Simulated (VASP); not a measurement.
# SiC (F-43m) in VASP: a series of runs

SiC is run at these levels: PBE-based screened hybrid, HSE06; tasks: single point.

Program: VASP 6.6.1. These are calculated values, not measurements. Logs are shortened: lines on timing, memory, paths and dates and some standing lists are left out, and cuts for length are marked.

## (1) The cell of the first run

It takes space group F-43m (No. 216, cubic). Conventional cell: a = 4.356 Å, b = 4.356 Å, c = 4.356 Å, α = 90.00°, β = 90.00°, γ = 90.00°. Within 2.5 Å of Si (site symmetry -43m) lie 4 C at 1.89 Å. C (site symmetry -43m) has 4 Si at 1.89 Å within 2.5 Å.

## (2) Single point, PBE-based screened hybrid

POSCAR reads:

```
SiC
1.0
    0.0000000000      2.1780523476      2.1780523476
    2.1780523476      0.0000000000      2.1780523476
    2.1780523476      2.1780523476      0.0000000000
Si C
1 1
Direct
    0.0000000000      0.0000000000      0.0000000000
    0.2500000000      0.2500000000      0.2500000000
```

INCAR.step1 reads:

```
ALGO = Normal
EDIFF = 1E-5
ENCUT = 520
GGA = PE
ISIF = 2
ISMEAR = 0
LASPH = T
LCHARG = F
LREAL = F
LWAVE = T
NBANDS = 11
NELM = 100
PREC = Accurate
SIGMA = 0.01
```

INCAR.step2 reads:

```
AEXX = 0.5
ALGO = Normal
EDIFF = 1E-6
ENCUT = 520
GGA = PE
HFSCREEN = 0.3
ISIF = 2
ISMEAR = 0
ISTART = 1
LASPH = T
LCHARG = F
LHFCALC = T
LREAL = F
LWAVE = F
NBANDS = 11
NELM = 100
PREC = Accurate
PRECFOCK = Normal
SIGMA = 0.01
```

KPOINTS reads:

```
k-points
0
Gamma
  4 4 4
```

Potentials or basis: VASP PAW PBE potentials, release 64 (Si, C).

Run with:

```bash
$ cat potpaw_PBE.64/Si/POTCAR potpaw_PBE.64/C/POTCAR > POTCAR
$ cp INCAR.step1 INCAR
$ mpirun -np 1 vasp_std > vasp.out
$ cp INCAR.step2 INCAR
$ mpirun -np 1 vasp_std > vasp.out
```

OUTCAR:

```text
AEXX = 0.5
   EDIFF = 1E-6
   ENCUT = 520
   GGA = PE
   HFSCREEN = 0.3
   ISIF = 2
   ISMEAR = 0
   ISTART = 1
   LASPH = T
   LHFCALC = T
   LREAL = F
   NELM = 100
   PREC = Accurate
   PRECFOCK = Normal

 ion  position               nearest neighbor table
   1  0.000  0.000  0.000-   2 1.89   2 1.89   2 1.89   2 1.89
   2  0.250  0.250  0.250-   1 1.89   1 1.89   1 1.89   1 1.89

  LATTYP: Found a face centered cubic cell.
 ALAT       =     4.3561046952

  Lattice vectors:

 A1 = (   0.0000000000,   2.1780523476,   2.1780523476)
 A2 = (   2.1780523476,   0.0000000000,   2.1780523476)
 A3 = (   2.1780523476,   2.1780523476,   0.0000000000)

Analysis of symmetry for initial positions (statically):
=====================================================================
 Subroutine PRICEL returns:
 Original cell was already a primitive cell.

 Routine SETGRP: Setting up the symmetry group for a
 face centered cubic supercell.

 Subroutine GETGRP returns: Found 24 space group operations
 (whereof 24 operations were pure point group operations)
 out of a pool of 48 trial point group operations.

The static configuration has the point symmetry T_d .

Analysis of symmetry for dynamics (positions and initial velocities):
=====================================================================
 Subroutine PRICEL returns:
 Original cell was already a primitive cell.

 Routine SETGRP: Setting up the symmetry group for a
 face centered cubic supercell.

 Subroutine GETGRP returns: Found 24 space group operations
 (whereof 24 operations were pure point group operations)
 out of a pool of 48 trial point group operations.

The dynamic configuration has the point symmetry T_d .

 Subroutine INISYM returns: Found 24 space group operations
 (whereof 24 operations are pure point group operations),
 and found     1 'primitive' translations

----------------------------------------------------------------------------------------

                                     Primitive cell

  volume of cell :      20.6650

  direct lattice vectors                    reciprocal lattice vectors
     0.000000000  2.178052348  2.178052348    -0.229562894  0.229562894  0.229562894
     2.178052348  0.000000000  2.178052348     0.229562894 -0.229562894  0.229562894
     2.178052348  2.178052348  0.000000000     0.229562894  0.229562894 -0.229562894

  length of vectors
     3.080231170  3.080231170  3.080231170     0.397614596  0.397614596  0.397614596

  position of ions in fractional coordinates (direct lattice)
     0.000000000  0.000000000  0.000000000
     0.250000000  0.250000000  0.250000000

  ion indices of the primitive-cell ions
   primitive index   ion index
                 1           1
                 2           2

----------------------------------------------------------------------------------------

 KPOINTS: k-points

Automatic generation of k-mesh.
 Grid dimensions read from file:
 generate k-points for:    4    4    4

 Generating k-lattice:

  Cartesian coordinates                     Fractional coordinates (reciprocal lattice)
    -0.057390723  0.057390723  0.057390723     0.250000000  0.000000000  0.000000000
     0.057390723 -0.057390723  0.057390723     0.000000000  0.250000000  0.000000000
     0.057390723  0.057390723 -0.057390723     0.000000000  0.000000000  0.250000000

  Length of vectors
     0.099403649  0.099403649  0.099403649

  Shift w.r.t. Gamma in fractional coordinates (k-lattice)
     0.000000000  0.000000000  0.000000000

 Subroutine IBZKPT returns following result:
 ===========================================

 Found      8 irreducible k-points:

 Following reciprocal coordinates:
            Coordinates               Weight
  0.000000  0.000000  0.000000      1.000000
  0.250000  0.000000  0.000000      8.000000
  0.500000  0.000000  0.000000      4.000000
  0.250000  0.250000  0.000000      6.000000
  0.500000  0.250000  0.000000     24.000000
 -0.250000  0.250000  0.000000     12.000000
  0.500000  0.500000  0.000000      3.000000
 -0.250000  0.500000  0.250000      6.000000
   k-points           NKPTS =      8   k-points in BZ     NKDIM =     64   number of bands    NBANDS=     11
   number of dos      NEDOS =    301   number of ions     NIONS =      2
   total plane-waves  NPLWV =  13824
   dimension x,y,z NGX =    24 NGY =   24 NGZ =   24
   dimension x,y,z NGXF=    48 NGYF=   48 NGZF=   48
   ions per type =               1   1
   NGX,Y,Z   is equivalent  to a cutoff of  12.95, 12.95, 12.95 a.u.
   NGXF,Y,Z  is equivalent  to a cutoff of  25.91, 25.91, 25.91 a.u.
 SYSTEM =  unknown system
   PREC   = accura    normal or accurate (medium, high low for compatibility)
   ISTART =      1    job   : 0-new  1-cont  2-samecut
   ICHARG =      0    charge: 1-file 2-atom 10-const
   ISPIN  =      1    spin polarized calculation?
   LNONCOLLINEAR =      F non collinear calculations
   LSORBIT =      F    spin-orbit coupling
   LASPH  =      T    aspherical Exc in radial PAW
   ENCUT  =  520.0 eV  38.22 Ry    6.18 a.u.   5.73  5.73  5.73*2*pi/ulx,y,z
   NELM   =    100;   NELMIN=  2; NELMDL=  0     # of ELM steps
   EDIFF  = 0.1E-05   stopping-criterion for ELM
   LREAL  =      F    real-space projection
   EDIFFG = 0.1E-04   stopping-criterion for IOM
   NSW    =      0    number of steps for IOM
   IBRION =     -1    ionic relax: 0-MD 1-quasi-New 2-CG
   NFREE  =      0    steps in history (QN), initial steepest desc. (CG)
   ISIF   =      2    stress and relaxation
   ISYM   =      3    0-nonsym 1-usesym 2-fastsym
   POTIM  = 0.5000    time-step for ionic-motion
   TEBEG  =    0.0;   TEEND  =   0.0 temperature during run
   PSTRESS=    0.0 pullay stress
   NELECT =       8.0000    total number of electrons
   NUPDOWN=      -1.0000    fix difference up-down
   EMIN   =  10.00;   EMAX   =-10.00  energy-range for DOS
   EFERMI =   0.00;   METHOD = LEGACY
   ISMEAR =     0;   SIGMA  =   0.01  broadening in eV -4-tet -1-fermi 0-gaus
   EFERMI_NEDOS =   21; number of points for ismear=-14 and -15
   IALGO  =     38    algorithm
   IMIX   =      1    mixing-type and parameters
     AMIX     =   0.40;   BMIX     =  1.00
     AMIX_MAG =   1.60;   BMIX_MAG =  1.00
  volume/ion in A,a.u.               =      10.33        69.73
  Fermi-wavevector in a.u.,A,eV,Ry     =   1.193145  2.254717 19.369182  1.423595
  Thomas-Fermi vector in A             =   2.329166
   LORBIT       =      0    0 simple, 1 ext, 2 COOP (PROOUT), +10 PAW based schemes
   GGA     = PE    functional components
   LHFCALC =     T    Hartree Fock is set to
   PRECFOCK=normal    Normal, Fast or Accurate (Low or Medium for compatibility)
   ENCUT4O =  -1.0   cutoff for four orbital integrals eV
   NKREDX  =     1    reduce k-point grid by
   NKREDY  =     1    reduce k-point grid by
   NKREDZ  =     1    reduce k-point grid by
   AEXX    =    0.5000 exact exchange contribution
   HFSCREEN=    0.3000 screening length (either q_TF or 0.3 A-1)
   HFSCREENC=   0.3000 screening length for correlation (either q_TF or 0.3 A-1)
   ENCUTFOCK=  -1.0 apply spherical cutoff to Coloumb kernel
   IVDW    =     0    specifies the selected vdW correction
   LEPSILON=     F    determine dielectric tensor
   LRPA    =     F    only Hartree local field effects (RPA)
 non-spin polarized calculation
 Gauss-broadening in eV      SIGMA  =   0.01
  energy-cutoff  :      520.00
  volume of cell :       20.66
 maximum number of plane-waves:       568
 NGX is ok and might be reduce to    24
  NGX = 18; NGY = 18; NGZ = 18

 number of electron       8.0000001 magnetization

 Free energy of the ion-electron system (eV)
  ---------------------------------------------------
  ext. energy  EPLUGINS =         0.00000000
  ---------------------------------------------------
  free energy    TOTEN  =       -18.92757995 eV

  energy without entropy =      -18.92757995  energy(sigma->0) =      -18.92757995

 E-fermi :   7.1902     XC(G=0):  -7.6493

 val. band max:        7.1185130726   @ k =   0.0000   0.0000   0.0000
 cond. band min:       9.8924603960   @ k =   0.5000   0.5000   0.0000
 fundamental gap:      2.7739473235
 Fermi energy:         7.1902083498

 k-point     1 :       0.0000    0.0000    0.0000
  band No.  band energies     occupation
      1     -11.2351      2.00000
      2       7.1185      2.00000
      3       7.1185      2.00000
      4       7.1185      2.00000
      5      15.5862      0.00000
      6      16.5469      0.00000
      7      16.5469      0.00000
      8      16.5469      0.00000
      9      24.2741      0.00000
     10      24.2741      0.00000
     11      26.1402      0.00000

 k-point     2 :       0.2500    0.0000    0.0000
  band No.  band energies     occupation
      1      -9.8371      2.00000
      2       2.1314      2.00000
      3       6.4112      2.00000
      4       6.4112      2.00000
      5      15.1668      0.00000
      6      17.2304      0.00000
      7      17.2304      0.00000
      8      19.0517      0.00000
      9      22.7277      0.00000
     10      22.7277      0.00000
     11      24.7118      0.00000

 k-point     3 :       0.5000    0.0000    0.0000
  band No.  band energies     occupation
      1      -7.1243      2.00000
      2      -2.8376      2.00000
      3       5.8722      2.00000
      4       5.8722      2.00000
      5      14.5656      0.00000
      6      16.4059      0.00000
      7      16.4059      0.00000
      8      19.6790      0.00000
      9      26.2494      0.00000
     10      27.5269      0.00000
     11      27.5269      0.00000

 k-point     4 :       0.2500    0.2500    0.0000
  band No.  band energies     occupation
      1      -9.3652      2.00000
      2       3.2156      2.00000
      3       4.8627      2.00000
      4       4.8627      2.00000
      5      12.9110      0.00000
      6      15.4250      0.00000
      7      20.3487      0.00000
      8      20.3487      0.00000
      9      21.3489      0.00000
     10      26.2698      0.00000
     11      30.5460      0.00000

 k-point     5 :       0.5000    0.2500    0.0000
  band No.  band energies     occupation
      1      -6.6545      2.00000
      2      -1.1375      2.00000
      3       2.5721      2.00000
      4       4.4117      2.00000
      5      12.5296      0.00000
      6      17.2640      0.00000
      7      20.1634      0.00000
      8      20.2723      0.00000
      9      24.1854      0.00000
     10      27.8053      0.00000
     11      30.3147      0.00000

 k-point     6 :      -0.2500    0.2500    0.0000
  band No.  band energies     occupation
      1      -7.7117      2.00000
      2       0.1595      2.00000
      3       2.1310      2.00000
      4       5.7386      2.00000
      5      14.5563      0.00000
      6      18.2277      0.00000
      7      18.5540      0.00000
      8      19.6064      0.00000
      9      21.7927      0.00000
     10      25.6422      0.00000
     11      29.8899      0.00000

 k-point     7 :       0.5000    0.5000    0.0000
  band No.  band energies     occupation
      1      -5.4576      2.00000
      2      -1.9848      2.00000
      3       3.3638      2.00000
      4       3.3638      2.00000
      5       9.8925      0.00000
      6      13.1504      0.00000
      7      24.4310      0.00000
      8      24.4310      0.00000
      9      25.3243      0.00000
     10      30.5816      0.00000
     11      32.6087      0.00000

 k-point     8 :      -0.2500    0.5000    0.2500
  band No.  band energies     occupation
      1      -5.2154      2.00000
      2      -1.0688      2.00000
      3       1.3491      2.00000
      4       1.8157      2.00000
      5      14.1464      0.00000
      6      18.9764      0.00000
      7      19.0162      0.00000
      8      19.2426      0.00000
      9      24.6819      0.00000
     10      27.7708      0.00000
     11      31.7520      0.00000

------------------------ aborting loop because EDIFF is reached ----------------------------------------

  FORCE on cell =-STRESS in cart. coord.  units (eV):
  Direction    XX          YY          ZZ          XY          YZ          ZX
  --------------------------------------------------------------------------------------
  -------------------------------------------------------------------------------------
  Total       -0.6741999     -0.6741999     -0.6741999     -0.0000000      0.0000000      0.0000000
  in kB      -52.2714267    -52.2714267    -52.2714267     -0.0000000      0.0000000      0.0000000
  external PRESSURE =     -52.2714267 kB  Pullay stress =       0.0000000 kB

 VOLUME and BASIS-vectors are now :
 -----------------------------------------------------------------------------
  energy-cutoff  :      520.00
  volume of cell :       20.66
      direct lattice vectors                 reciprocal lattice vectors
     0.000000000  2.178052348  2.178052348    -0.229562894  0.229562894  0.229562894
     2.178052348  0.000000000  2.178052348     0.229562894 -0.229562894  0.229562894
     2.178052348  2.178052348  0.000000000     0.229562894  0.229562894 -0.229562894

 POSITION                                       TOTAL-FORCE (eV/Angst)
 -----------------------------------------------------------------------------------
      0.00000      0.00000      0.00000        -0.000000     -0.000000     -0.000000
      1.08903      1.08903      1.08903         0.000000      0.000000      0.000000
 -----------------------------------------------------------------------------------
    total drift:                               -0.000000      0.000002      0.000002

  FREE ENERGIE OF THE ION-ELECTRON SYSTEM (eV)
  ---------------------------------------------------
  free  energy   TOTEN  =       -18.9275799489 eV

  energy  without entropy=      -18.9275799489  energy(sigma->0) =      -18.92757995
```

Wall time 50 s (1 thread of Intel Xeon Platinum 8488C (Sapphire Rapids), shared host); peak memory 0.23 GiB.

What came out:

| Property | Result |
| --- | --- |
| Free energy | -18.9276 eV |
| Pressure | -5.2 GPa |
| Band gap on the k mesh | 2.77 eV, indirect (least direct gap 6.53 eV) |

Levels at points of the mesh, in eV from the valence-band top:
```
           k point  band 2  band 3  band 4  band 5  band 6  band 7
(0.00, 0.00, 0.00)    0.00    0.00    0.00    8.47    9.43    9.43
(0.50, 0.00, 0.00)   -9.96   -1.25   -1.25    7.45    9.29    9.29
(0.50, 0.50, 0.00)   -9.10   -3.75   -3.75    2.77    6.03   17.31
```

Caveat: the k points lie up to 0.62 Å⁻¹ apart; the PAW data sets were made with another functional, which shifts forces and pressure a little. A k mesh can miss the band edges.

(Continued in part 2 of 2.)
